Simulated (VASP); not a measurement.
# P (Im-3m) in VASP: a series of runs

P is run at these levels: PBEsol; tasks: single point.

Program: VASP 6.6.1. These are calculated values, not measurements. Logs are shortened: lines on timing, memory, paths and dates and some standing lists are left out, and cuts for length are marked.

### 1 The cell of the first run

The structure is cubic, space group Im-3m (No. 229). The conventional cell has a = 2.334 Å, b = 2.334 Å, c = 2.334 Å, α = 90.00°, β = 90.00°, γ = 90.00°. Within 2.7 Å of P (site symmetry m-3m) lie 14 P at 2.02 to 2.33 Å.

This isn't the form of P at room conditions, which is orthorhombic.

### 2 Single point, PBEsol

Input file INCAR:

```
  PREC = Accurate
  ENCUT = 500
  EDIFF = 1E-6
  ISMEAR = 0
  SIGMA = 0.1
  LREAL = F
  LASPH = T
  NELM = 120
  ALGO = Normal
  ISIF = 2
  LWAVE = F
  LCHARG = F
  GGA = PS
  NBANDS = 8
  GGA_COMPAT = F
```

Input file KPOINTS:

```
Automatic mesh
0
Gamma
  24 24 24
```

Input file POSCAR:

```
P
1.0
   -1.1668238970      1.1668238970      1.1668238970
    1.1668238970     -1.1668238970      1.1668238970
    1.1668238970      1.1668238970     -1.1668238970
P
1
Direct
    0.0000000000      0.0000000000      0.0000000000
```

Potentials or basis: VASP PAW PBE potentials, release 64 (P).

Command:

```bash
cat potpaw_PBE.64/P/POTCAR > POTCAR
mpirun -np 1 vasp_std > vasp.out
```

OUTCAR:

```text
PREC = Accurate
   ENCUT = 500
   EDIFF = 1E-6
   ISMEAR = 0
   LREAL = F
   LASPH = T
   NELM = 120
   ISIF = 2
   GGA = PS

 ion  position               nearest neighbor table
   1  0.000  0.000  0.000-

  LATTYP: Found a body centered cubic cell.
 ALAT       =     2.3336477940

  Lattice vectors:

 A1 = (  -1.1668238970,   1.1668238970,   1.1668238970)
 A2 = (   1.1668238970,  -1.1668238970,   1.1668238970)
 A3 = (   1.1668238970,   1.1668238970,  -1.1668238970)

Analysis of symmetry for initial positions (statically):
=====================================================================
 Subroutine PRICEL returns:
 Original cell was already a primitive cell.

 Routine SETGRP: Setting up the symmetry group for a
 body centered cubic supercell.

 Subroutine GETGRP returns: Found 48 space group operations
 (whereof 48 operations were pure point group operations)
 out of a pool of 48 trial point group operations.

The static configuration has the point symmetry O_h .

Analysis of symmetry for dynamics (positions and initial velocities):
=====================================================================
 Subroutine PRICEL returns:
 Original cell was already a primitive cell.

 Routine SETGRP: Setting up the symmetry group for a
 body centered cubic supercell.

 Subroutine GETGRP returns: Found 48 space group operations
 (whereof 48 operations were pure point group operations)
 out of a pool of 48 trial point group operations.

The dynamic configuration has the point symmetry O_h .

 Subroutine INISYM returns: Found 48 space group operations
 (whereof 48 operations are pure point group operations),
 and found     1 'primitive' translations

----------------------------------------------------------------------------------------

                                     Primitive cell

  volume of cell :       6.3544

  direct lattice vectors                    reciprocal lattice vectors
    -1.166823897  1.166823897  1.166823897     0.000000000  0.428513678  0.428513678
     1.166823897 -1.166823897  1.166823897     0.428513678  0.000000000  0.428513678
     1.166823897  1.166823897 -1.166823897     0.428513678  0.428513678  0.000000000

  length of vectors
     2.020998273  2.020998273  2.020998273     0.606009855  0.606009855  0.606009855

  position of ions in fractional coordinates (direct lattice)
     0.000000000  0.000000000  0.000000000

[... 76 lines left out ...]
   LREAL  =      F    real-space projection
   EDIFFG = 0.1E-04   stopping-criterion for IOM
   NSW    =      0    number of steps for IOM
   IBRION =     -1    ionic relax: 0-MD 1-quasi-New 2-CG
   NFREE  =      0    steps in history (QN), initial steepest desc. (CG)
   ISIF   =      2    stress and relaxation
   ISYM   =      2    0-nonsym 1-usesym 2-fastsym
   POTIM  = 0.5000    time-step for ionic-motion
   TEBEG  =    0.0;   TEEND  =   0.0 temperature during run
   PSTRESS=    0.0 pullay stress
   NELECT =       5.0000    total number of electrons
   NUPDOWN=      -1.0000    fix difference up-down
   EMIN   =  10.00;   EMAX   =-10.00  energy-range for DOS
   EFERMI =   0.00;   METHOD = LEGACY
   ISMEAR =     0;   SIGMA  =   0.10  broadening in eV -4-tet -1-fermi 0-gaus
   EFERMI_NEDOS =   21; number of points for ismear=-14 and -15
   IALGO  =     38    algorithm
   IMIX   =      4    mixing-type and parameters
     AMIX     =   0.40;   BMIX     =  1.00
     AMIX_MAG =   1.60;   BMIX_MAG =  1.00
  volume/ion in A,a.u.               =       6.35        42.88
  Fermi-wavevector in a.u.,A,eV,Ry     =   1.511377  2.856089 31.079256  2.284261
  Thomas-Fermi vector in A             =   2.621442
   LORBIT       =      0    0 simple, 1 ext, 2 COOP (PROOUT), +10 PAW based schemes
   GGA     = PS    functional components
   LHFCALC =     F    Hartree Fock is set to
   AEXX    =    0.0000 exact exchange contribution
   IVDW    =     0    specifies the selected vdW correction
   LEPSILON=     F    determine dielectric tensor
   LRPA    =     F    only Hartree local field effects (RPA)
 non-spin polarized calculation
 Gauss-broadening in eV      SIGMA  =   0.10
  energy-cutoff  :      500.00
  volume of cell :        6.35
 maximum number of plane-waves:       177
   NGX =  7   NGY =  7   NGZ =  7

 number of electron       5.0000000 magnetization

 Free energy of the ion-electron system (eV)
  ---------------------------------------------------
  ext. energy  EPLUGINS =         0.00000000
  ---------------------------------------------------
  free energy    TOTEN  =        -0.50717626 eV

  energy without entropy =       -0.50604246  energy(sigma->0) =       -0.50660936

 E-fermi :  25.8206     XC(G=0): -15.3972

 val. band max:       25.8022455265   @ k =   0.2083   0.0417   0.0417
 cond. band min:      25.8596518352   @ k =   0.2083   0.0833   0.0000
 fundamental gap:      0.0574063087
 Fermi energy:        25.8205608232

 k-point     1 :       0.0000    0.0000    0.0000
  band No.  band energies     occupation
      1      -1.9657      2.00000
      2      40.7142      0.00000
      3      40.7142      0.00000
      4      40.7142      0.00000
      5      45.8236      0.00000
      6      45.8236      0.00000
      7      45.8236      0.00000
      8      47.2295      0.00000
[... 243 lines left out ...]
 k-point    24 :       0.4583    0.0417    0.0000
  band No.  band energies     occupation
      1       9.3608      2.00000
      2      12.2268      2.00000
      3      30.6852      0.00000
      4      33.2224      0.00000
      5      37.1699      0.00000
      6      40.5669      0.00000
      7      54.4373      0.00000
      8      57.8763      0.00000

 [... further k-points ...]

------------------------ aborting loop because EDIFF is reached ----------------------------------------

  FORCE on cell =-STRESS in cart. coord.  units (eV):
  Direction    XX          YY          ZZ          XY          YZ          ZX
  --------------------------------------------------------------------------------------
  -------------------------------------------------------------------------------------
  Total       15.7821930     15.7821930     15.7821930      0.0000000      0.0000000      0.0000000
  in kB     3979.2570746   3979.2570746   3979.2570746      0.0000000      0.0000000      0.0000000
  external PRESSURE =    3979.2570746 kB  Pullay stress =       0.0000000 kB

 VOLUME and BASIS-vectors are now :
 -----------------------------------------------------------------------------
  energy-cutoff  :      500.00
  volume of cell :        6.35
      direct lattice vectors                 reciprocal lattice vectors
    -1.166823897  1.166823897  1.166823897     0.000000000  0.428513678  0.428513678
     1.166823897 -1.166823897  1.166823897     0.428513678  0.000000000  0.428513678
     1.166823897  1.166823897 -1.166823897     0.428513678  0.428513678  0.000000000

 POSITION                                       TOTAL-FORCE (eV/Angst)
 -----------------------------------------------------------------------------------
      0.00000      0.00000      0.00000         0.000000     -0.000000     -0.000000
 -----------------------------------------------------------------------------------
    total drift:                               -0.000000      0.000000      0.000000

  FREE ENERGIE OF THE ION-ELECTRON SYSTEM (eV)
  ---------------------------------------------------
  free  energy   TOTEN  =        -0.5071762646 eV

  energy  without entropy=       -0.5060424558  energy(sigma->0) =       -0.50660936
```

OSZICAR:

```text
N       E                     dE             d eps       ncg     rms          rms(c)
DAV:   1     0.247752360369E+01    0.24775E+01   -0.26747E+03  8344   0.474E+02
DAV:   2    -0.573785656532E+00   -0.30513E+01   -0.29217E+01  9680   0.434E+01
DAV:   3    -0.582165082545E+00   -0.83794E-02   -0.83771E-02  7368   0.229E+00
DAV:   4    -0.582166899071E+00   -0.18165E-05   -0.18166E-05 10128   0.317E-02
DAV:   5    -0.582166897343E+00    0.17280E-08   -0.11378E-09  7456   0.141E-04    0.184E+01
DAV:   6    -0.534366898707E+00    0.47800E-01   -0.36369E-03  6984   0.439E-01    0.106E+01
DAV:   7    -0.507240929560E+00    0.27126E-01   -0.75910E-03  7368   0.633E-01    0.134E-01
DAV:   8    -0.507179541021E+00    0.61389E-04   -0.11046E-05  8888   0.278E-02    0.587E-02
DAV:   9    -0.507176401653E+00    0.31394E-05   -0.17928E-06  7800   0.975E-03    0.261E-03
DAV:  10    -0.507176264584E+00    0.13707E-06   -0.76745E-09  3784   0.775E-04
   1 F= -.50717626E+00 E0= -.50660936E+00  d E =-.113381E-02
```

stdout:

```text
POSCAR found type information on POSCAR P
 POSCAR found :  1 types and       1 ions
 scaLAPACK will be used
 -----------------------------------------------------------------------------
|                                                                             |
|                                                                             |
|     You enforced a specific xc type in the INCAR file but a different       |
|     I HOPE YOU KNOW WHAT YOU ARE DOING!                                     |
|                                                                             |
 -----------------------------------------------------------------------------

 LDA part: xc-table for (Slater+PW92), standard interpolation
 POSCAR, INCAR and KPOINTS ok, starting setup
 FFT: planning ... GRIDC
 FFT: planning ... GRID_SOFT
 FFT: planning ... GRID
 WAVECAR not read
 entering main loop
```

It took 16 s on 1 thread of Intel Xeon Platinum 8375C at 2.90GHz (Ice Lake), shared host; peak memory 0.12 GiB.

Results:

| Property | Result |
| --- | --- |
| Free energy | -0.5072 eV |
| Pressure | 397.9 GPa |
| Band gap on the k mesh | zero (an odd number of electrons rules out a gap without spin polarisation) |

Caveat: the cell stands under pressure; the PAW data sets were made with another functional, which shifts forces and pressure a little; an odd number of electrons without spin polarisation forces a metal; a magnetic or distorted state may lie lower.

### 3 Single point, PBEsol

Input file INCAR:

```
SYSTEM = P
ALGO = Normal
EDIFF = 1E-6
ENCUT = 500
GGA = PS
GGA_COMPAT = .FALSE.
ISIF = 2
ISMEAR = 0
LASPH = .TRUE.
LCHARG = .FALSE.
LREAL = .FALSE.
LWAVE = .FALSE.
NBANDS = 8
NELM = 120
PREC = Accurate
SIGMA = 0.1
```

Input file KPOINTS:

```
k-points
0
G
  24 24 24
  0 0 0
```

POSCAR is that of step 2.

Potentials or basis: VASP PAW PBE potentials, release 64 (P).

Command:

```bash
cat potpaw_PBE.64/P/POTCAR > POTCAR
mpirun -np 1 vasp_std > vasp.out
```

OUTCAR:

```text
SYSTEM = P
   EDIFF = 1E-6
   ENCUT = 500
   GGA = PS
   ISIF = 2
   ISMEAR = 0
   LASPH = .TRUE.
   LREAL = .FALSE.
   NELM = 120
   PREC = Accurate

 ion  position               nearest neighbor table
   1  0.000  0.000  0.000-

  LATTYP: Found a body centered cubic cell.
 ALAT       =     2.3336477940

  Lattice vectors:

 A1 = (  -1.1668238970,   1.1668238970,   1.1668238970)
 A2 = (   1.1668238970,  -1.1668238970,   1.1668238970)
 A3 = (   1.1668238970,   1.1668238970,  -1.1668238970)

Analysis of symmetry for initial positions (statically):
=====================================================================
 Subroutine PRICEL returns:
 Original cell was already a primitive cell.

 Routine SETGRP: Setting up the symmetry group for a
 body centered cubic supercell.

 Subroutine GETGRP returns: Found 48 space group operations
 (whereof 48 operations were pure point group operations)
 out of a pool of 48 trial point group operations.

The static configuration has the point symmetry O_h .

Analysis of symmetry for dynamics (positions and initial velocities):
[... 158 lines left out ...]

 val. band max:       25.8022455265   @ k =   0.2083   0.0417   0.0417
 cond. band min:      25.8596518352   @ k =   0.2083   0.0833   0.0000
 fundamental gap:      0.0574063087
 Fermi energy:        25.8205608232

 k-point     1 :       0.0000    0.0000    0.0000
  band No.  band energies     occupation
      1      -1.9657      2.00000
      2      40.7142      0.00000
      3      40.7142      0.00000
      4      40.7142      0.00000
      5      45.8236      0.00000
      6      45.8236      0.00000
      7      45.8236      0.00000
      8      47.2295      0.00000
[... 243 lines left out ...]
 k-point    24 :       0.4583    0.0417    0.0000
  band No.  band energies     occupation
      1       9.3608      2.00000
      2      12.2268      2.00000
      3      30.6852      0.00000
      4      33.2224      0.00000
      5      37.1699      0.00000
      6      40.5669      0.00000
      7      54.4373      0.00000
      8      57.8763      0.00000

 [... further k-points ...]

------------------------ aborting loop because EDIFF is reached ----------------------------------------

  FORCE on cell =-STRESS in cart. coord.  units (eV):
  Direction    XX          YY          ZZ          XY          YZ          ZX
  --------------------------------------------------------------------------------------
  -------------------------------------------------------------------------------------
  Total       15.7821930     15.7821930     15.7821930      0.0000000      0.0000000      0.0000000
  in kB     3979.2570746   3979.2570746   3979.2570746      0.0000000      0.0000000      0.0000000
  external PRESSURE =    3979.2570746 kB  Pullay stress =       0.0000000 kB

 VOLUME and BASIS-vectors are now :
 -----------------------------------------------------------------------------
  energy-cutoff  :      500.00
  volume of cell :        6.35
      direct lattice vectors                 reciprocal lattice vectors
    -1.166823897  1.166823897  1.166823897     0.000000000  0.428513678  0.428513678
     1.166823897 -1.166823897  1.166823897     0.428513678  0.000000000  0.428513678
     1.166823897  1.166823897 -1.166823897     0.428513678  0.428513678  0.000000000

 POSITION                                       TOTAL-FORCE (eV/Angst)
 -----------------------------------------------------------------------------------
      0.00000      0.00000      0.00000         0.000000     -0.000000     -0.000000
 -----------------------------------------------------------------------------------
    total drift:                               -0.000000      0.000000      0.000000

  FREE ENERGIE OF THE ION-ELECTRON SYSTEM (eV)
  ---------------------------------------------------
  free  energy   TOTEN  =        -0.5071762646 eV

  energy  without entropy=       -0.5060424558  energy(sigma->0) =       -0.50660936
```

OSZICAR:

```text
N       E                     dE             d eps       ncg     rms          rms(c)
DAV:   1     0.247752360369E+01    0.24775E+01   -0.26747E+03  8344   0.474E+02
DAV:   2    -0.573785656532E+00   -0.30513E+01   -0.29217E+01  9680   0.434E+01
DAV:   3    -0.582165082545E+00   -0.83794E-02   -0.83771E-02  7368   0.229E+00
DAV:   4    -0.582166899071E+00   -0.18165E-05   -0.18166E-05 10128   0.317E-02
DAV:   5    -0.582166897343E+00    0.17280E-08   -0.11378E-09  7456   0.141E-04    0.184E+01
DAV:   6    -0.534366898707E+00    0.47800E-01   -0.36369E-03  6984   0.439E-01    0.106E+01
DAV:   7    -0.507240929560E+00    0.27126E-01   -0.75910E-03  7368   0.633E-01    0.134E-01
DAV:   8    -0.507179541021E+00    0.61389E-04   -0.11046E-05  8888   0.278E-02    0.587E-02
DAV:   9    -0.507176401653E+00    0.31394E-05   -0.17928E-06  7800   0.975E-03    0.261E-03
DAV:  10    -0.507176264584E+00    0.13707E-06   -0.76745E-09  3784   0.775E-04
   1 F= -.50717626E+00 E0= -.50660936E+00  d E =-.113381E-02
```

Wall time 14 s (1 thread of Intel Xeon Platinum 8375C at 2.90GHz (Ice Lake), shared host); peak memory 0.12 GiB.

Results:

```
Free energy            : -0.5072 eV
Pressure               : 397.9 GPa
Band gap on the k mesh : zero (an odd number of electrons rules out a gap without spin polarisation)
```

Levels at points of the mesh, in eV from the Fermi level:
| k point | band 1 | band 2 | band 3 | band 4 | band 5 | band 6 | band 7 | band 8 |
| --- | --- | --- | --- | --- | --- | --- | --- | --- |
| (0.00, 0.00, 0.00) | -27.79 | 14.89 | 14.89 | 14.89 | 20.00 | 20.00 | 20.00 | 21.41 |
| (0.50, 0.00, 0.00) | -16.11 | -14.11 | 5.96 | 7.37 | 10.80 | 13.99 | 29.13 | 32.68 |
| (0.50, 0.50, 0.50) | -4.53 | -4.53 | -4.53 | -3.38 | -3.38 | 6.56 | 37.71 | 37.71 |

Caveat: the cell stands under pressure; the PAW data sets were made with another functional, which shifts forces and pressure a little; an odd number of electrons without spin polarisation forces a metal; a magnetic or distorted state may lie lower.

### 4 Single point, PBEsol

This run uses another cell than the first one, of 6.91 Å³/atom.

Input file INCAR:

```
PREC = Accurate
ENCUT = 500
EDIFF = 1E-6
ISMEAR = 0
SIGMA = 0.1
LREAL = False
LASPH = True
NELM = 120
ALGO = Normal
ISIF = 2
LWAVE = False
LCHARG = False
GGA = PS
NBANDS = 8
GGA_COMPAT = False
```

Input file KPOINTS:

```
regular mesh
0
Gamma
  24 24 24
```

Input file POSCAR:

```
P
1.0
   -1.1998005633      1.1998005633      1.1998005633
    1.1998005633     -1.1998005633      1.1998005633
    1.1998005633      1.1998005633     -1.1998005633
P
1
Direct
    0.0000000000      0.0000000000      0.0000000000
```

Command:

```bash
cat potpaw_PBE.64/P/POTCAR > POTCAR
mpirun -np 1 vasp_std > vasp.out
```

Run time: 14 s. Hardware: 1 thread of Intel Xeon Platinum 8375C at 2.90GHz (Ice Lake), shared host; peak memory 0.12 GiB.

The run converged. Its results:

```yaml
Free_energy: -1.7044 eV
Pressure: 299.0 GPa
Band_gap_on_the_k_mesh: zero (an odd number of electrons rules out a gap without spin polarisation)
```

Levels at points of the mesh, in eV from the Fermi level:
```tsv
k point	band 1	band 2	band 3	band 4	band 5	band 6	band 7
(0.00, 0.00, 0.00)	-26.43	14.43	14.43	14.43	18.00	18.00	18.00
(0.50, 0.00, 0.00)	-15.18	-13.58	6.08	6.51	10.07	13.02	27.74
(0.50, 0.50, 0.50)	-4.45	-4.45	-4.45	-2.67	-2.67	4.79	35.69
```

Caveat: the cell stands under pressure; the PAW data sets were made with another functional, which shifts forces and pressure a little; an odd number of electrons without spin polarisation forces a metal; a magnetic or distorted state may lie lower.

The gap in the log of VASP goes by the Fermi energy; the results here count the filled bands.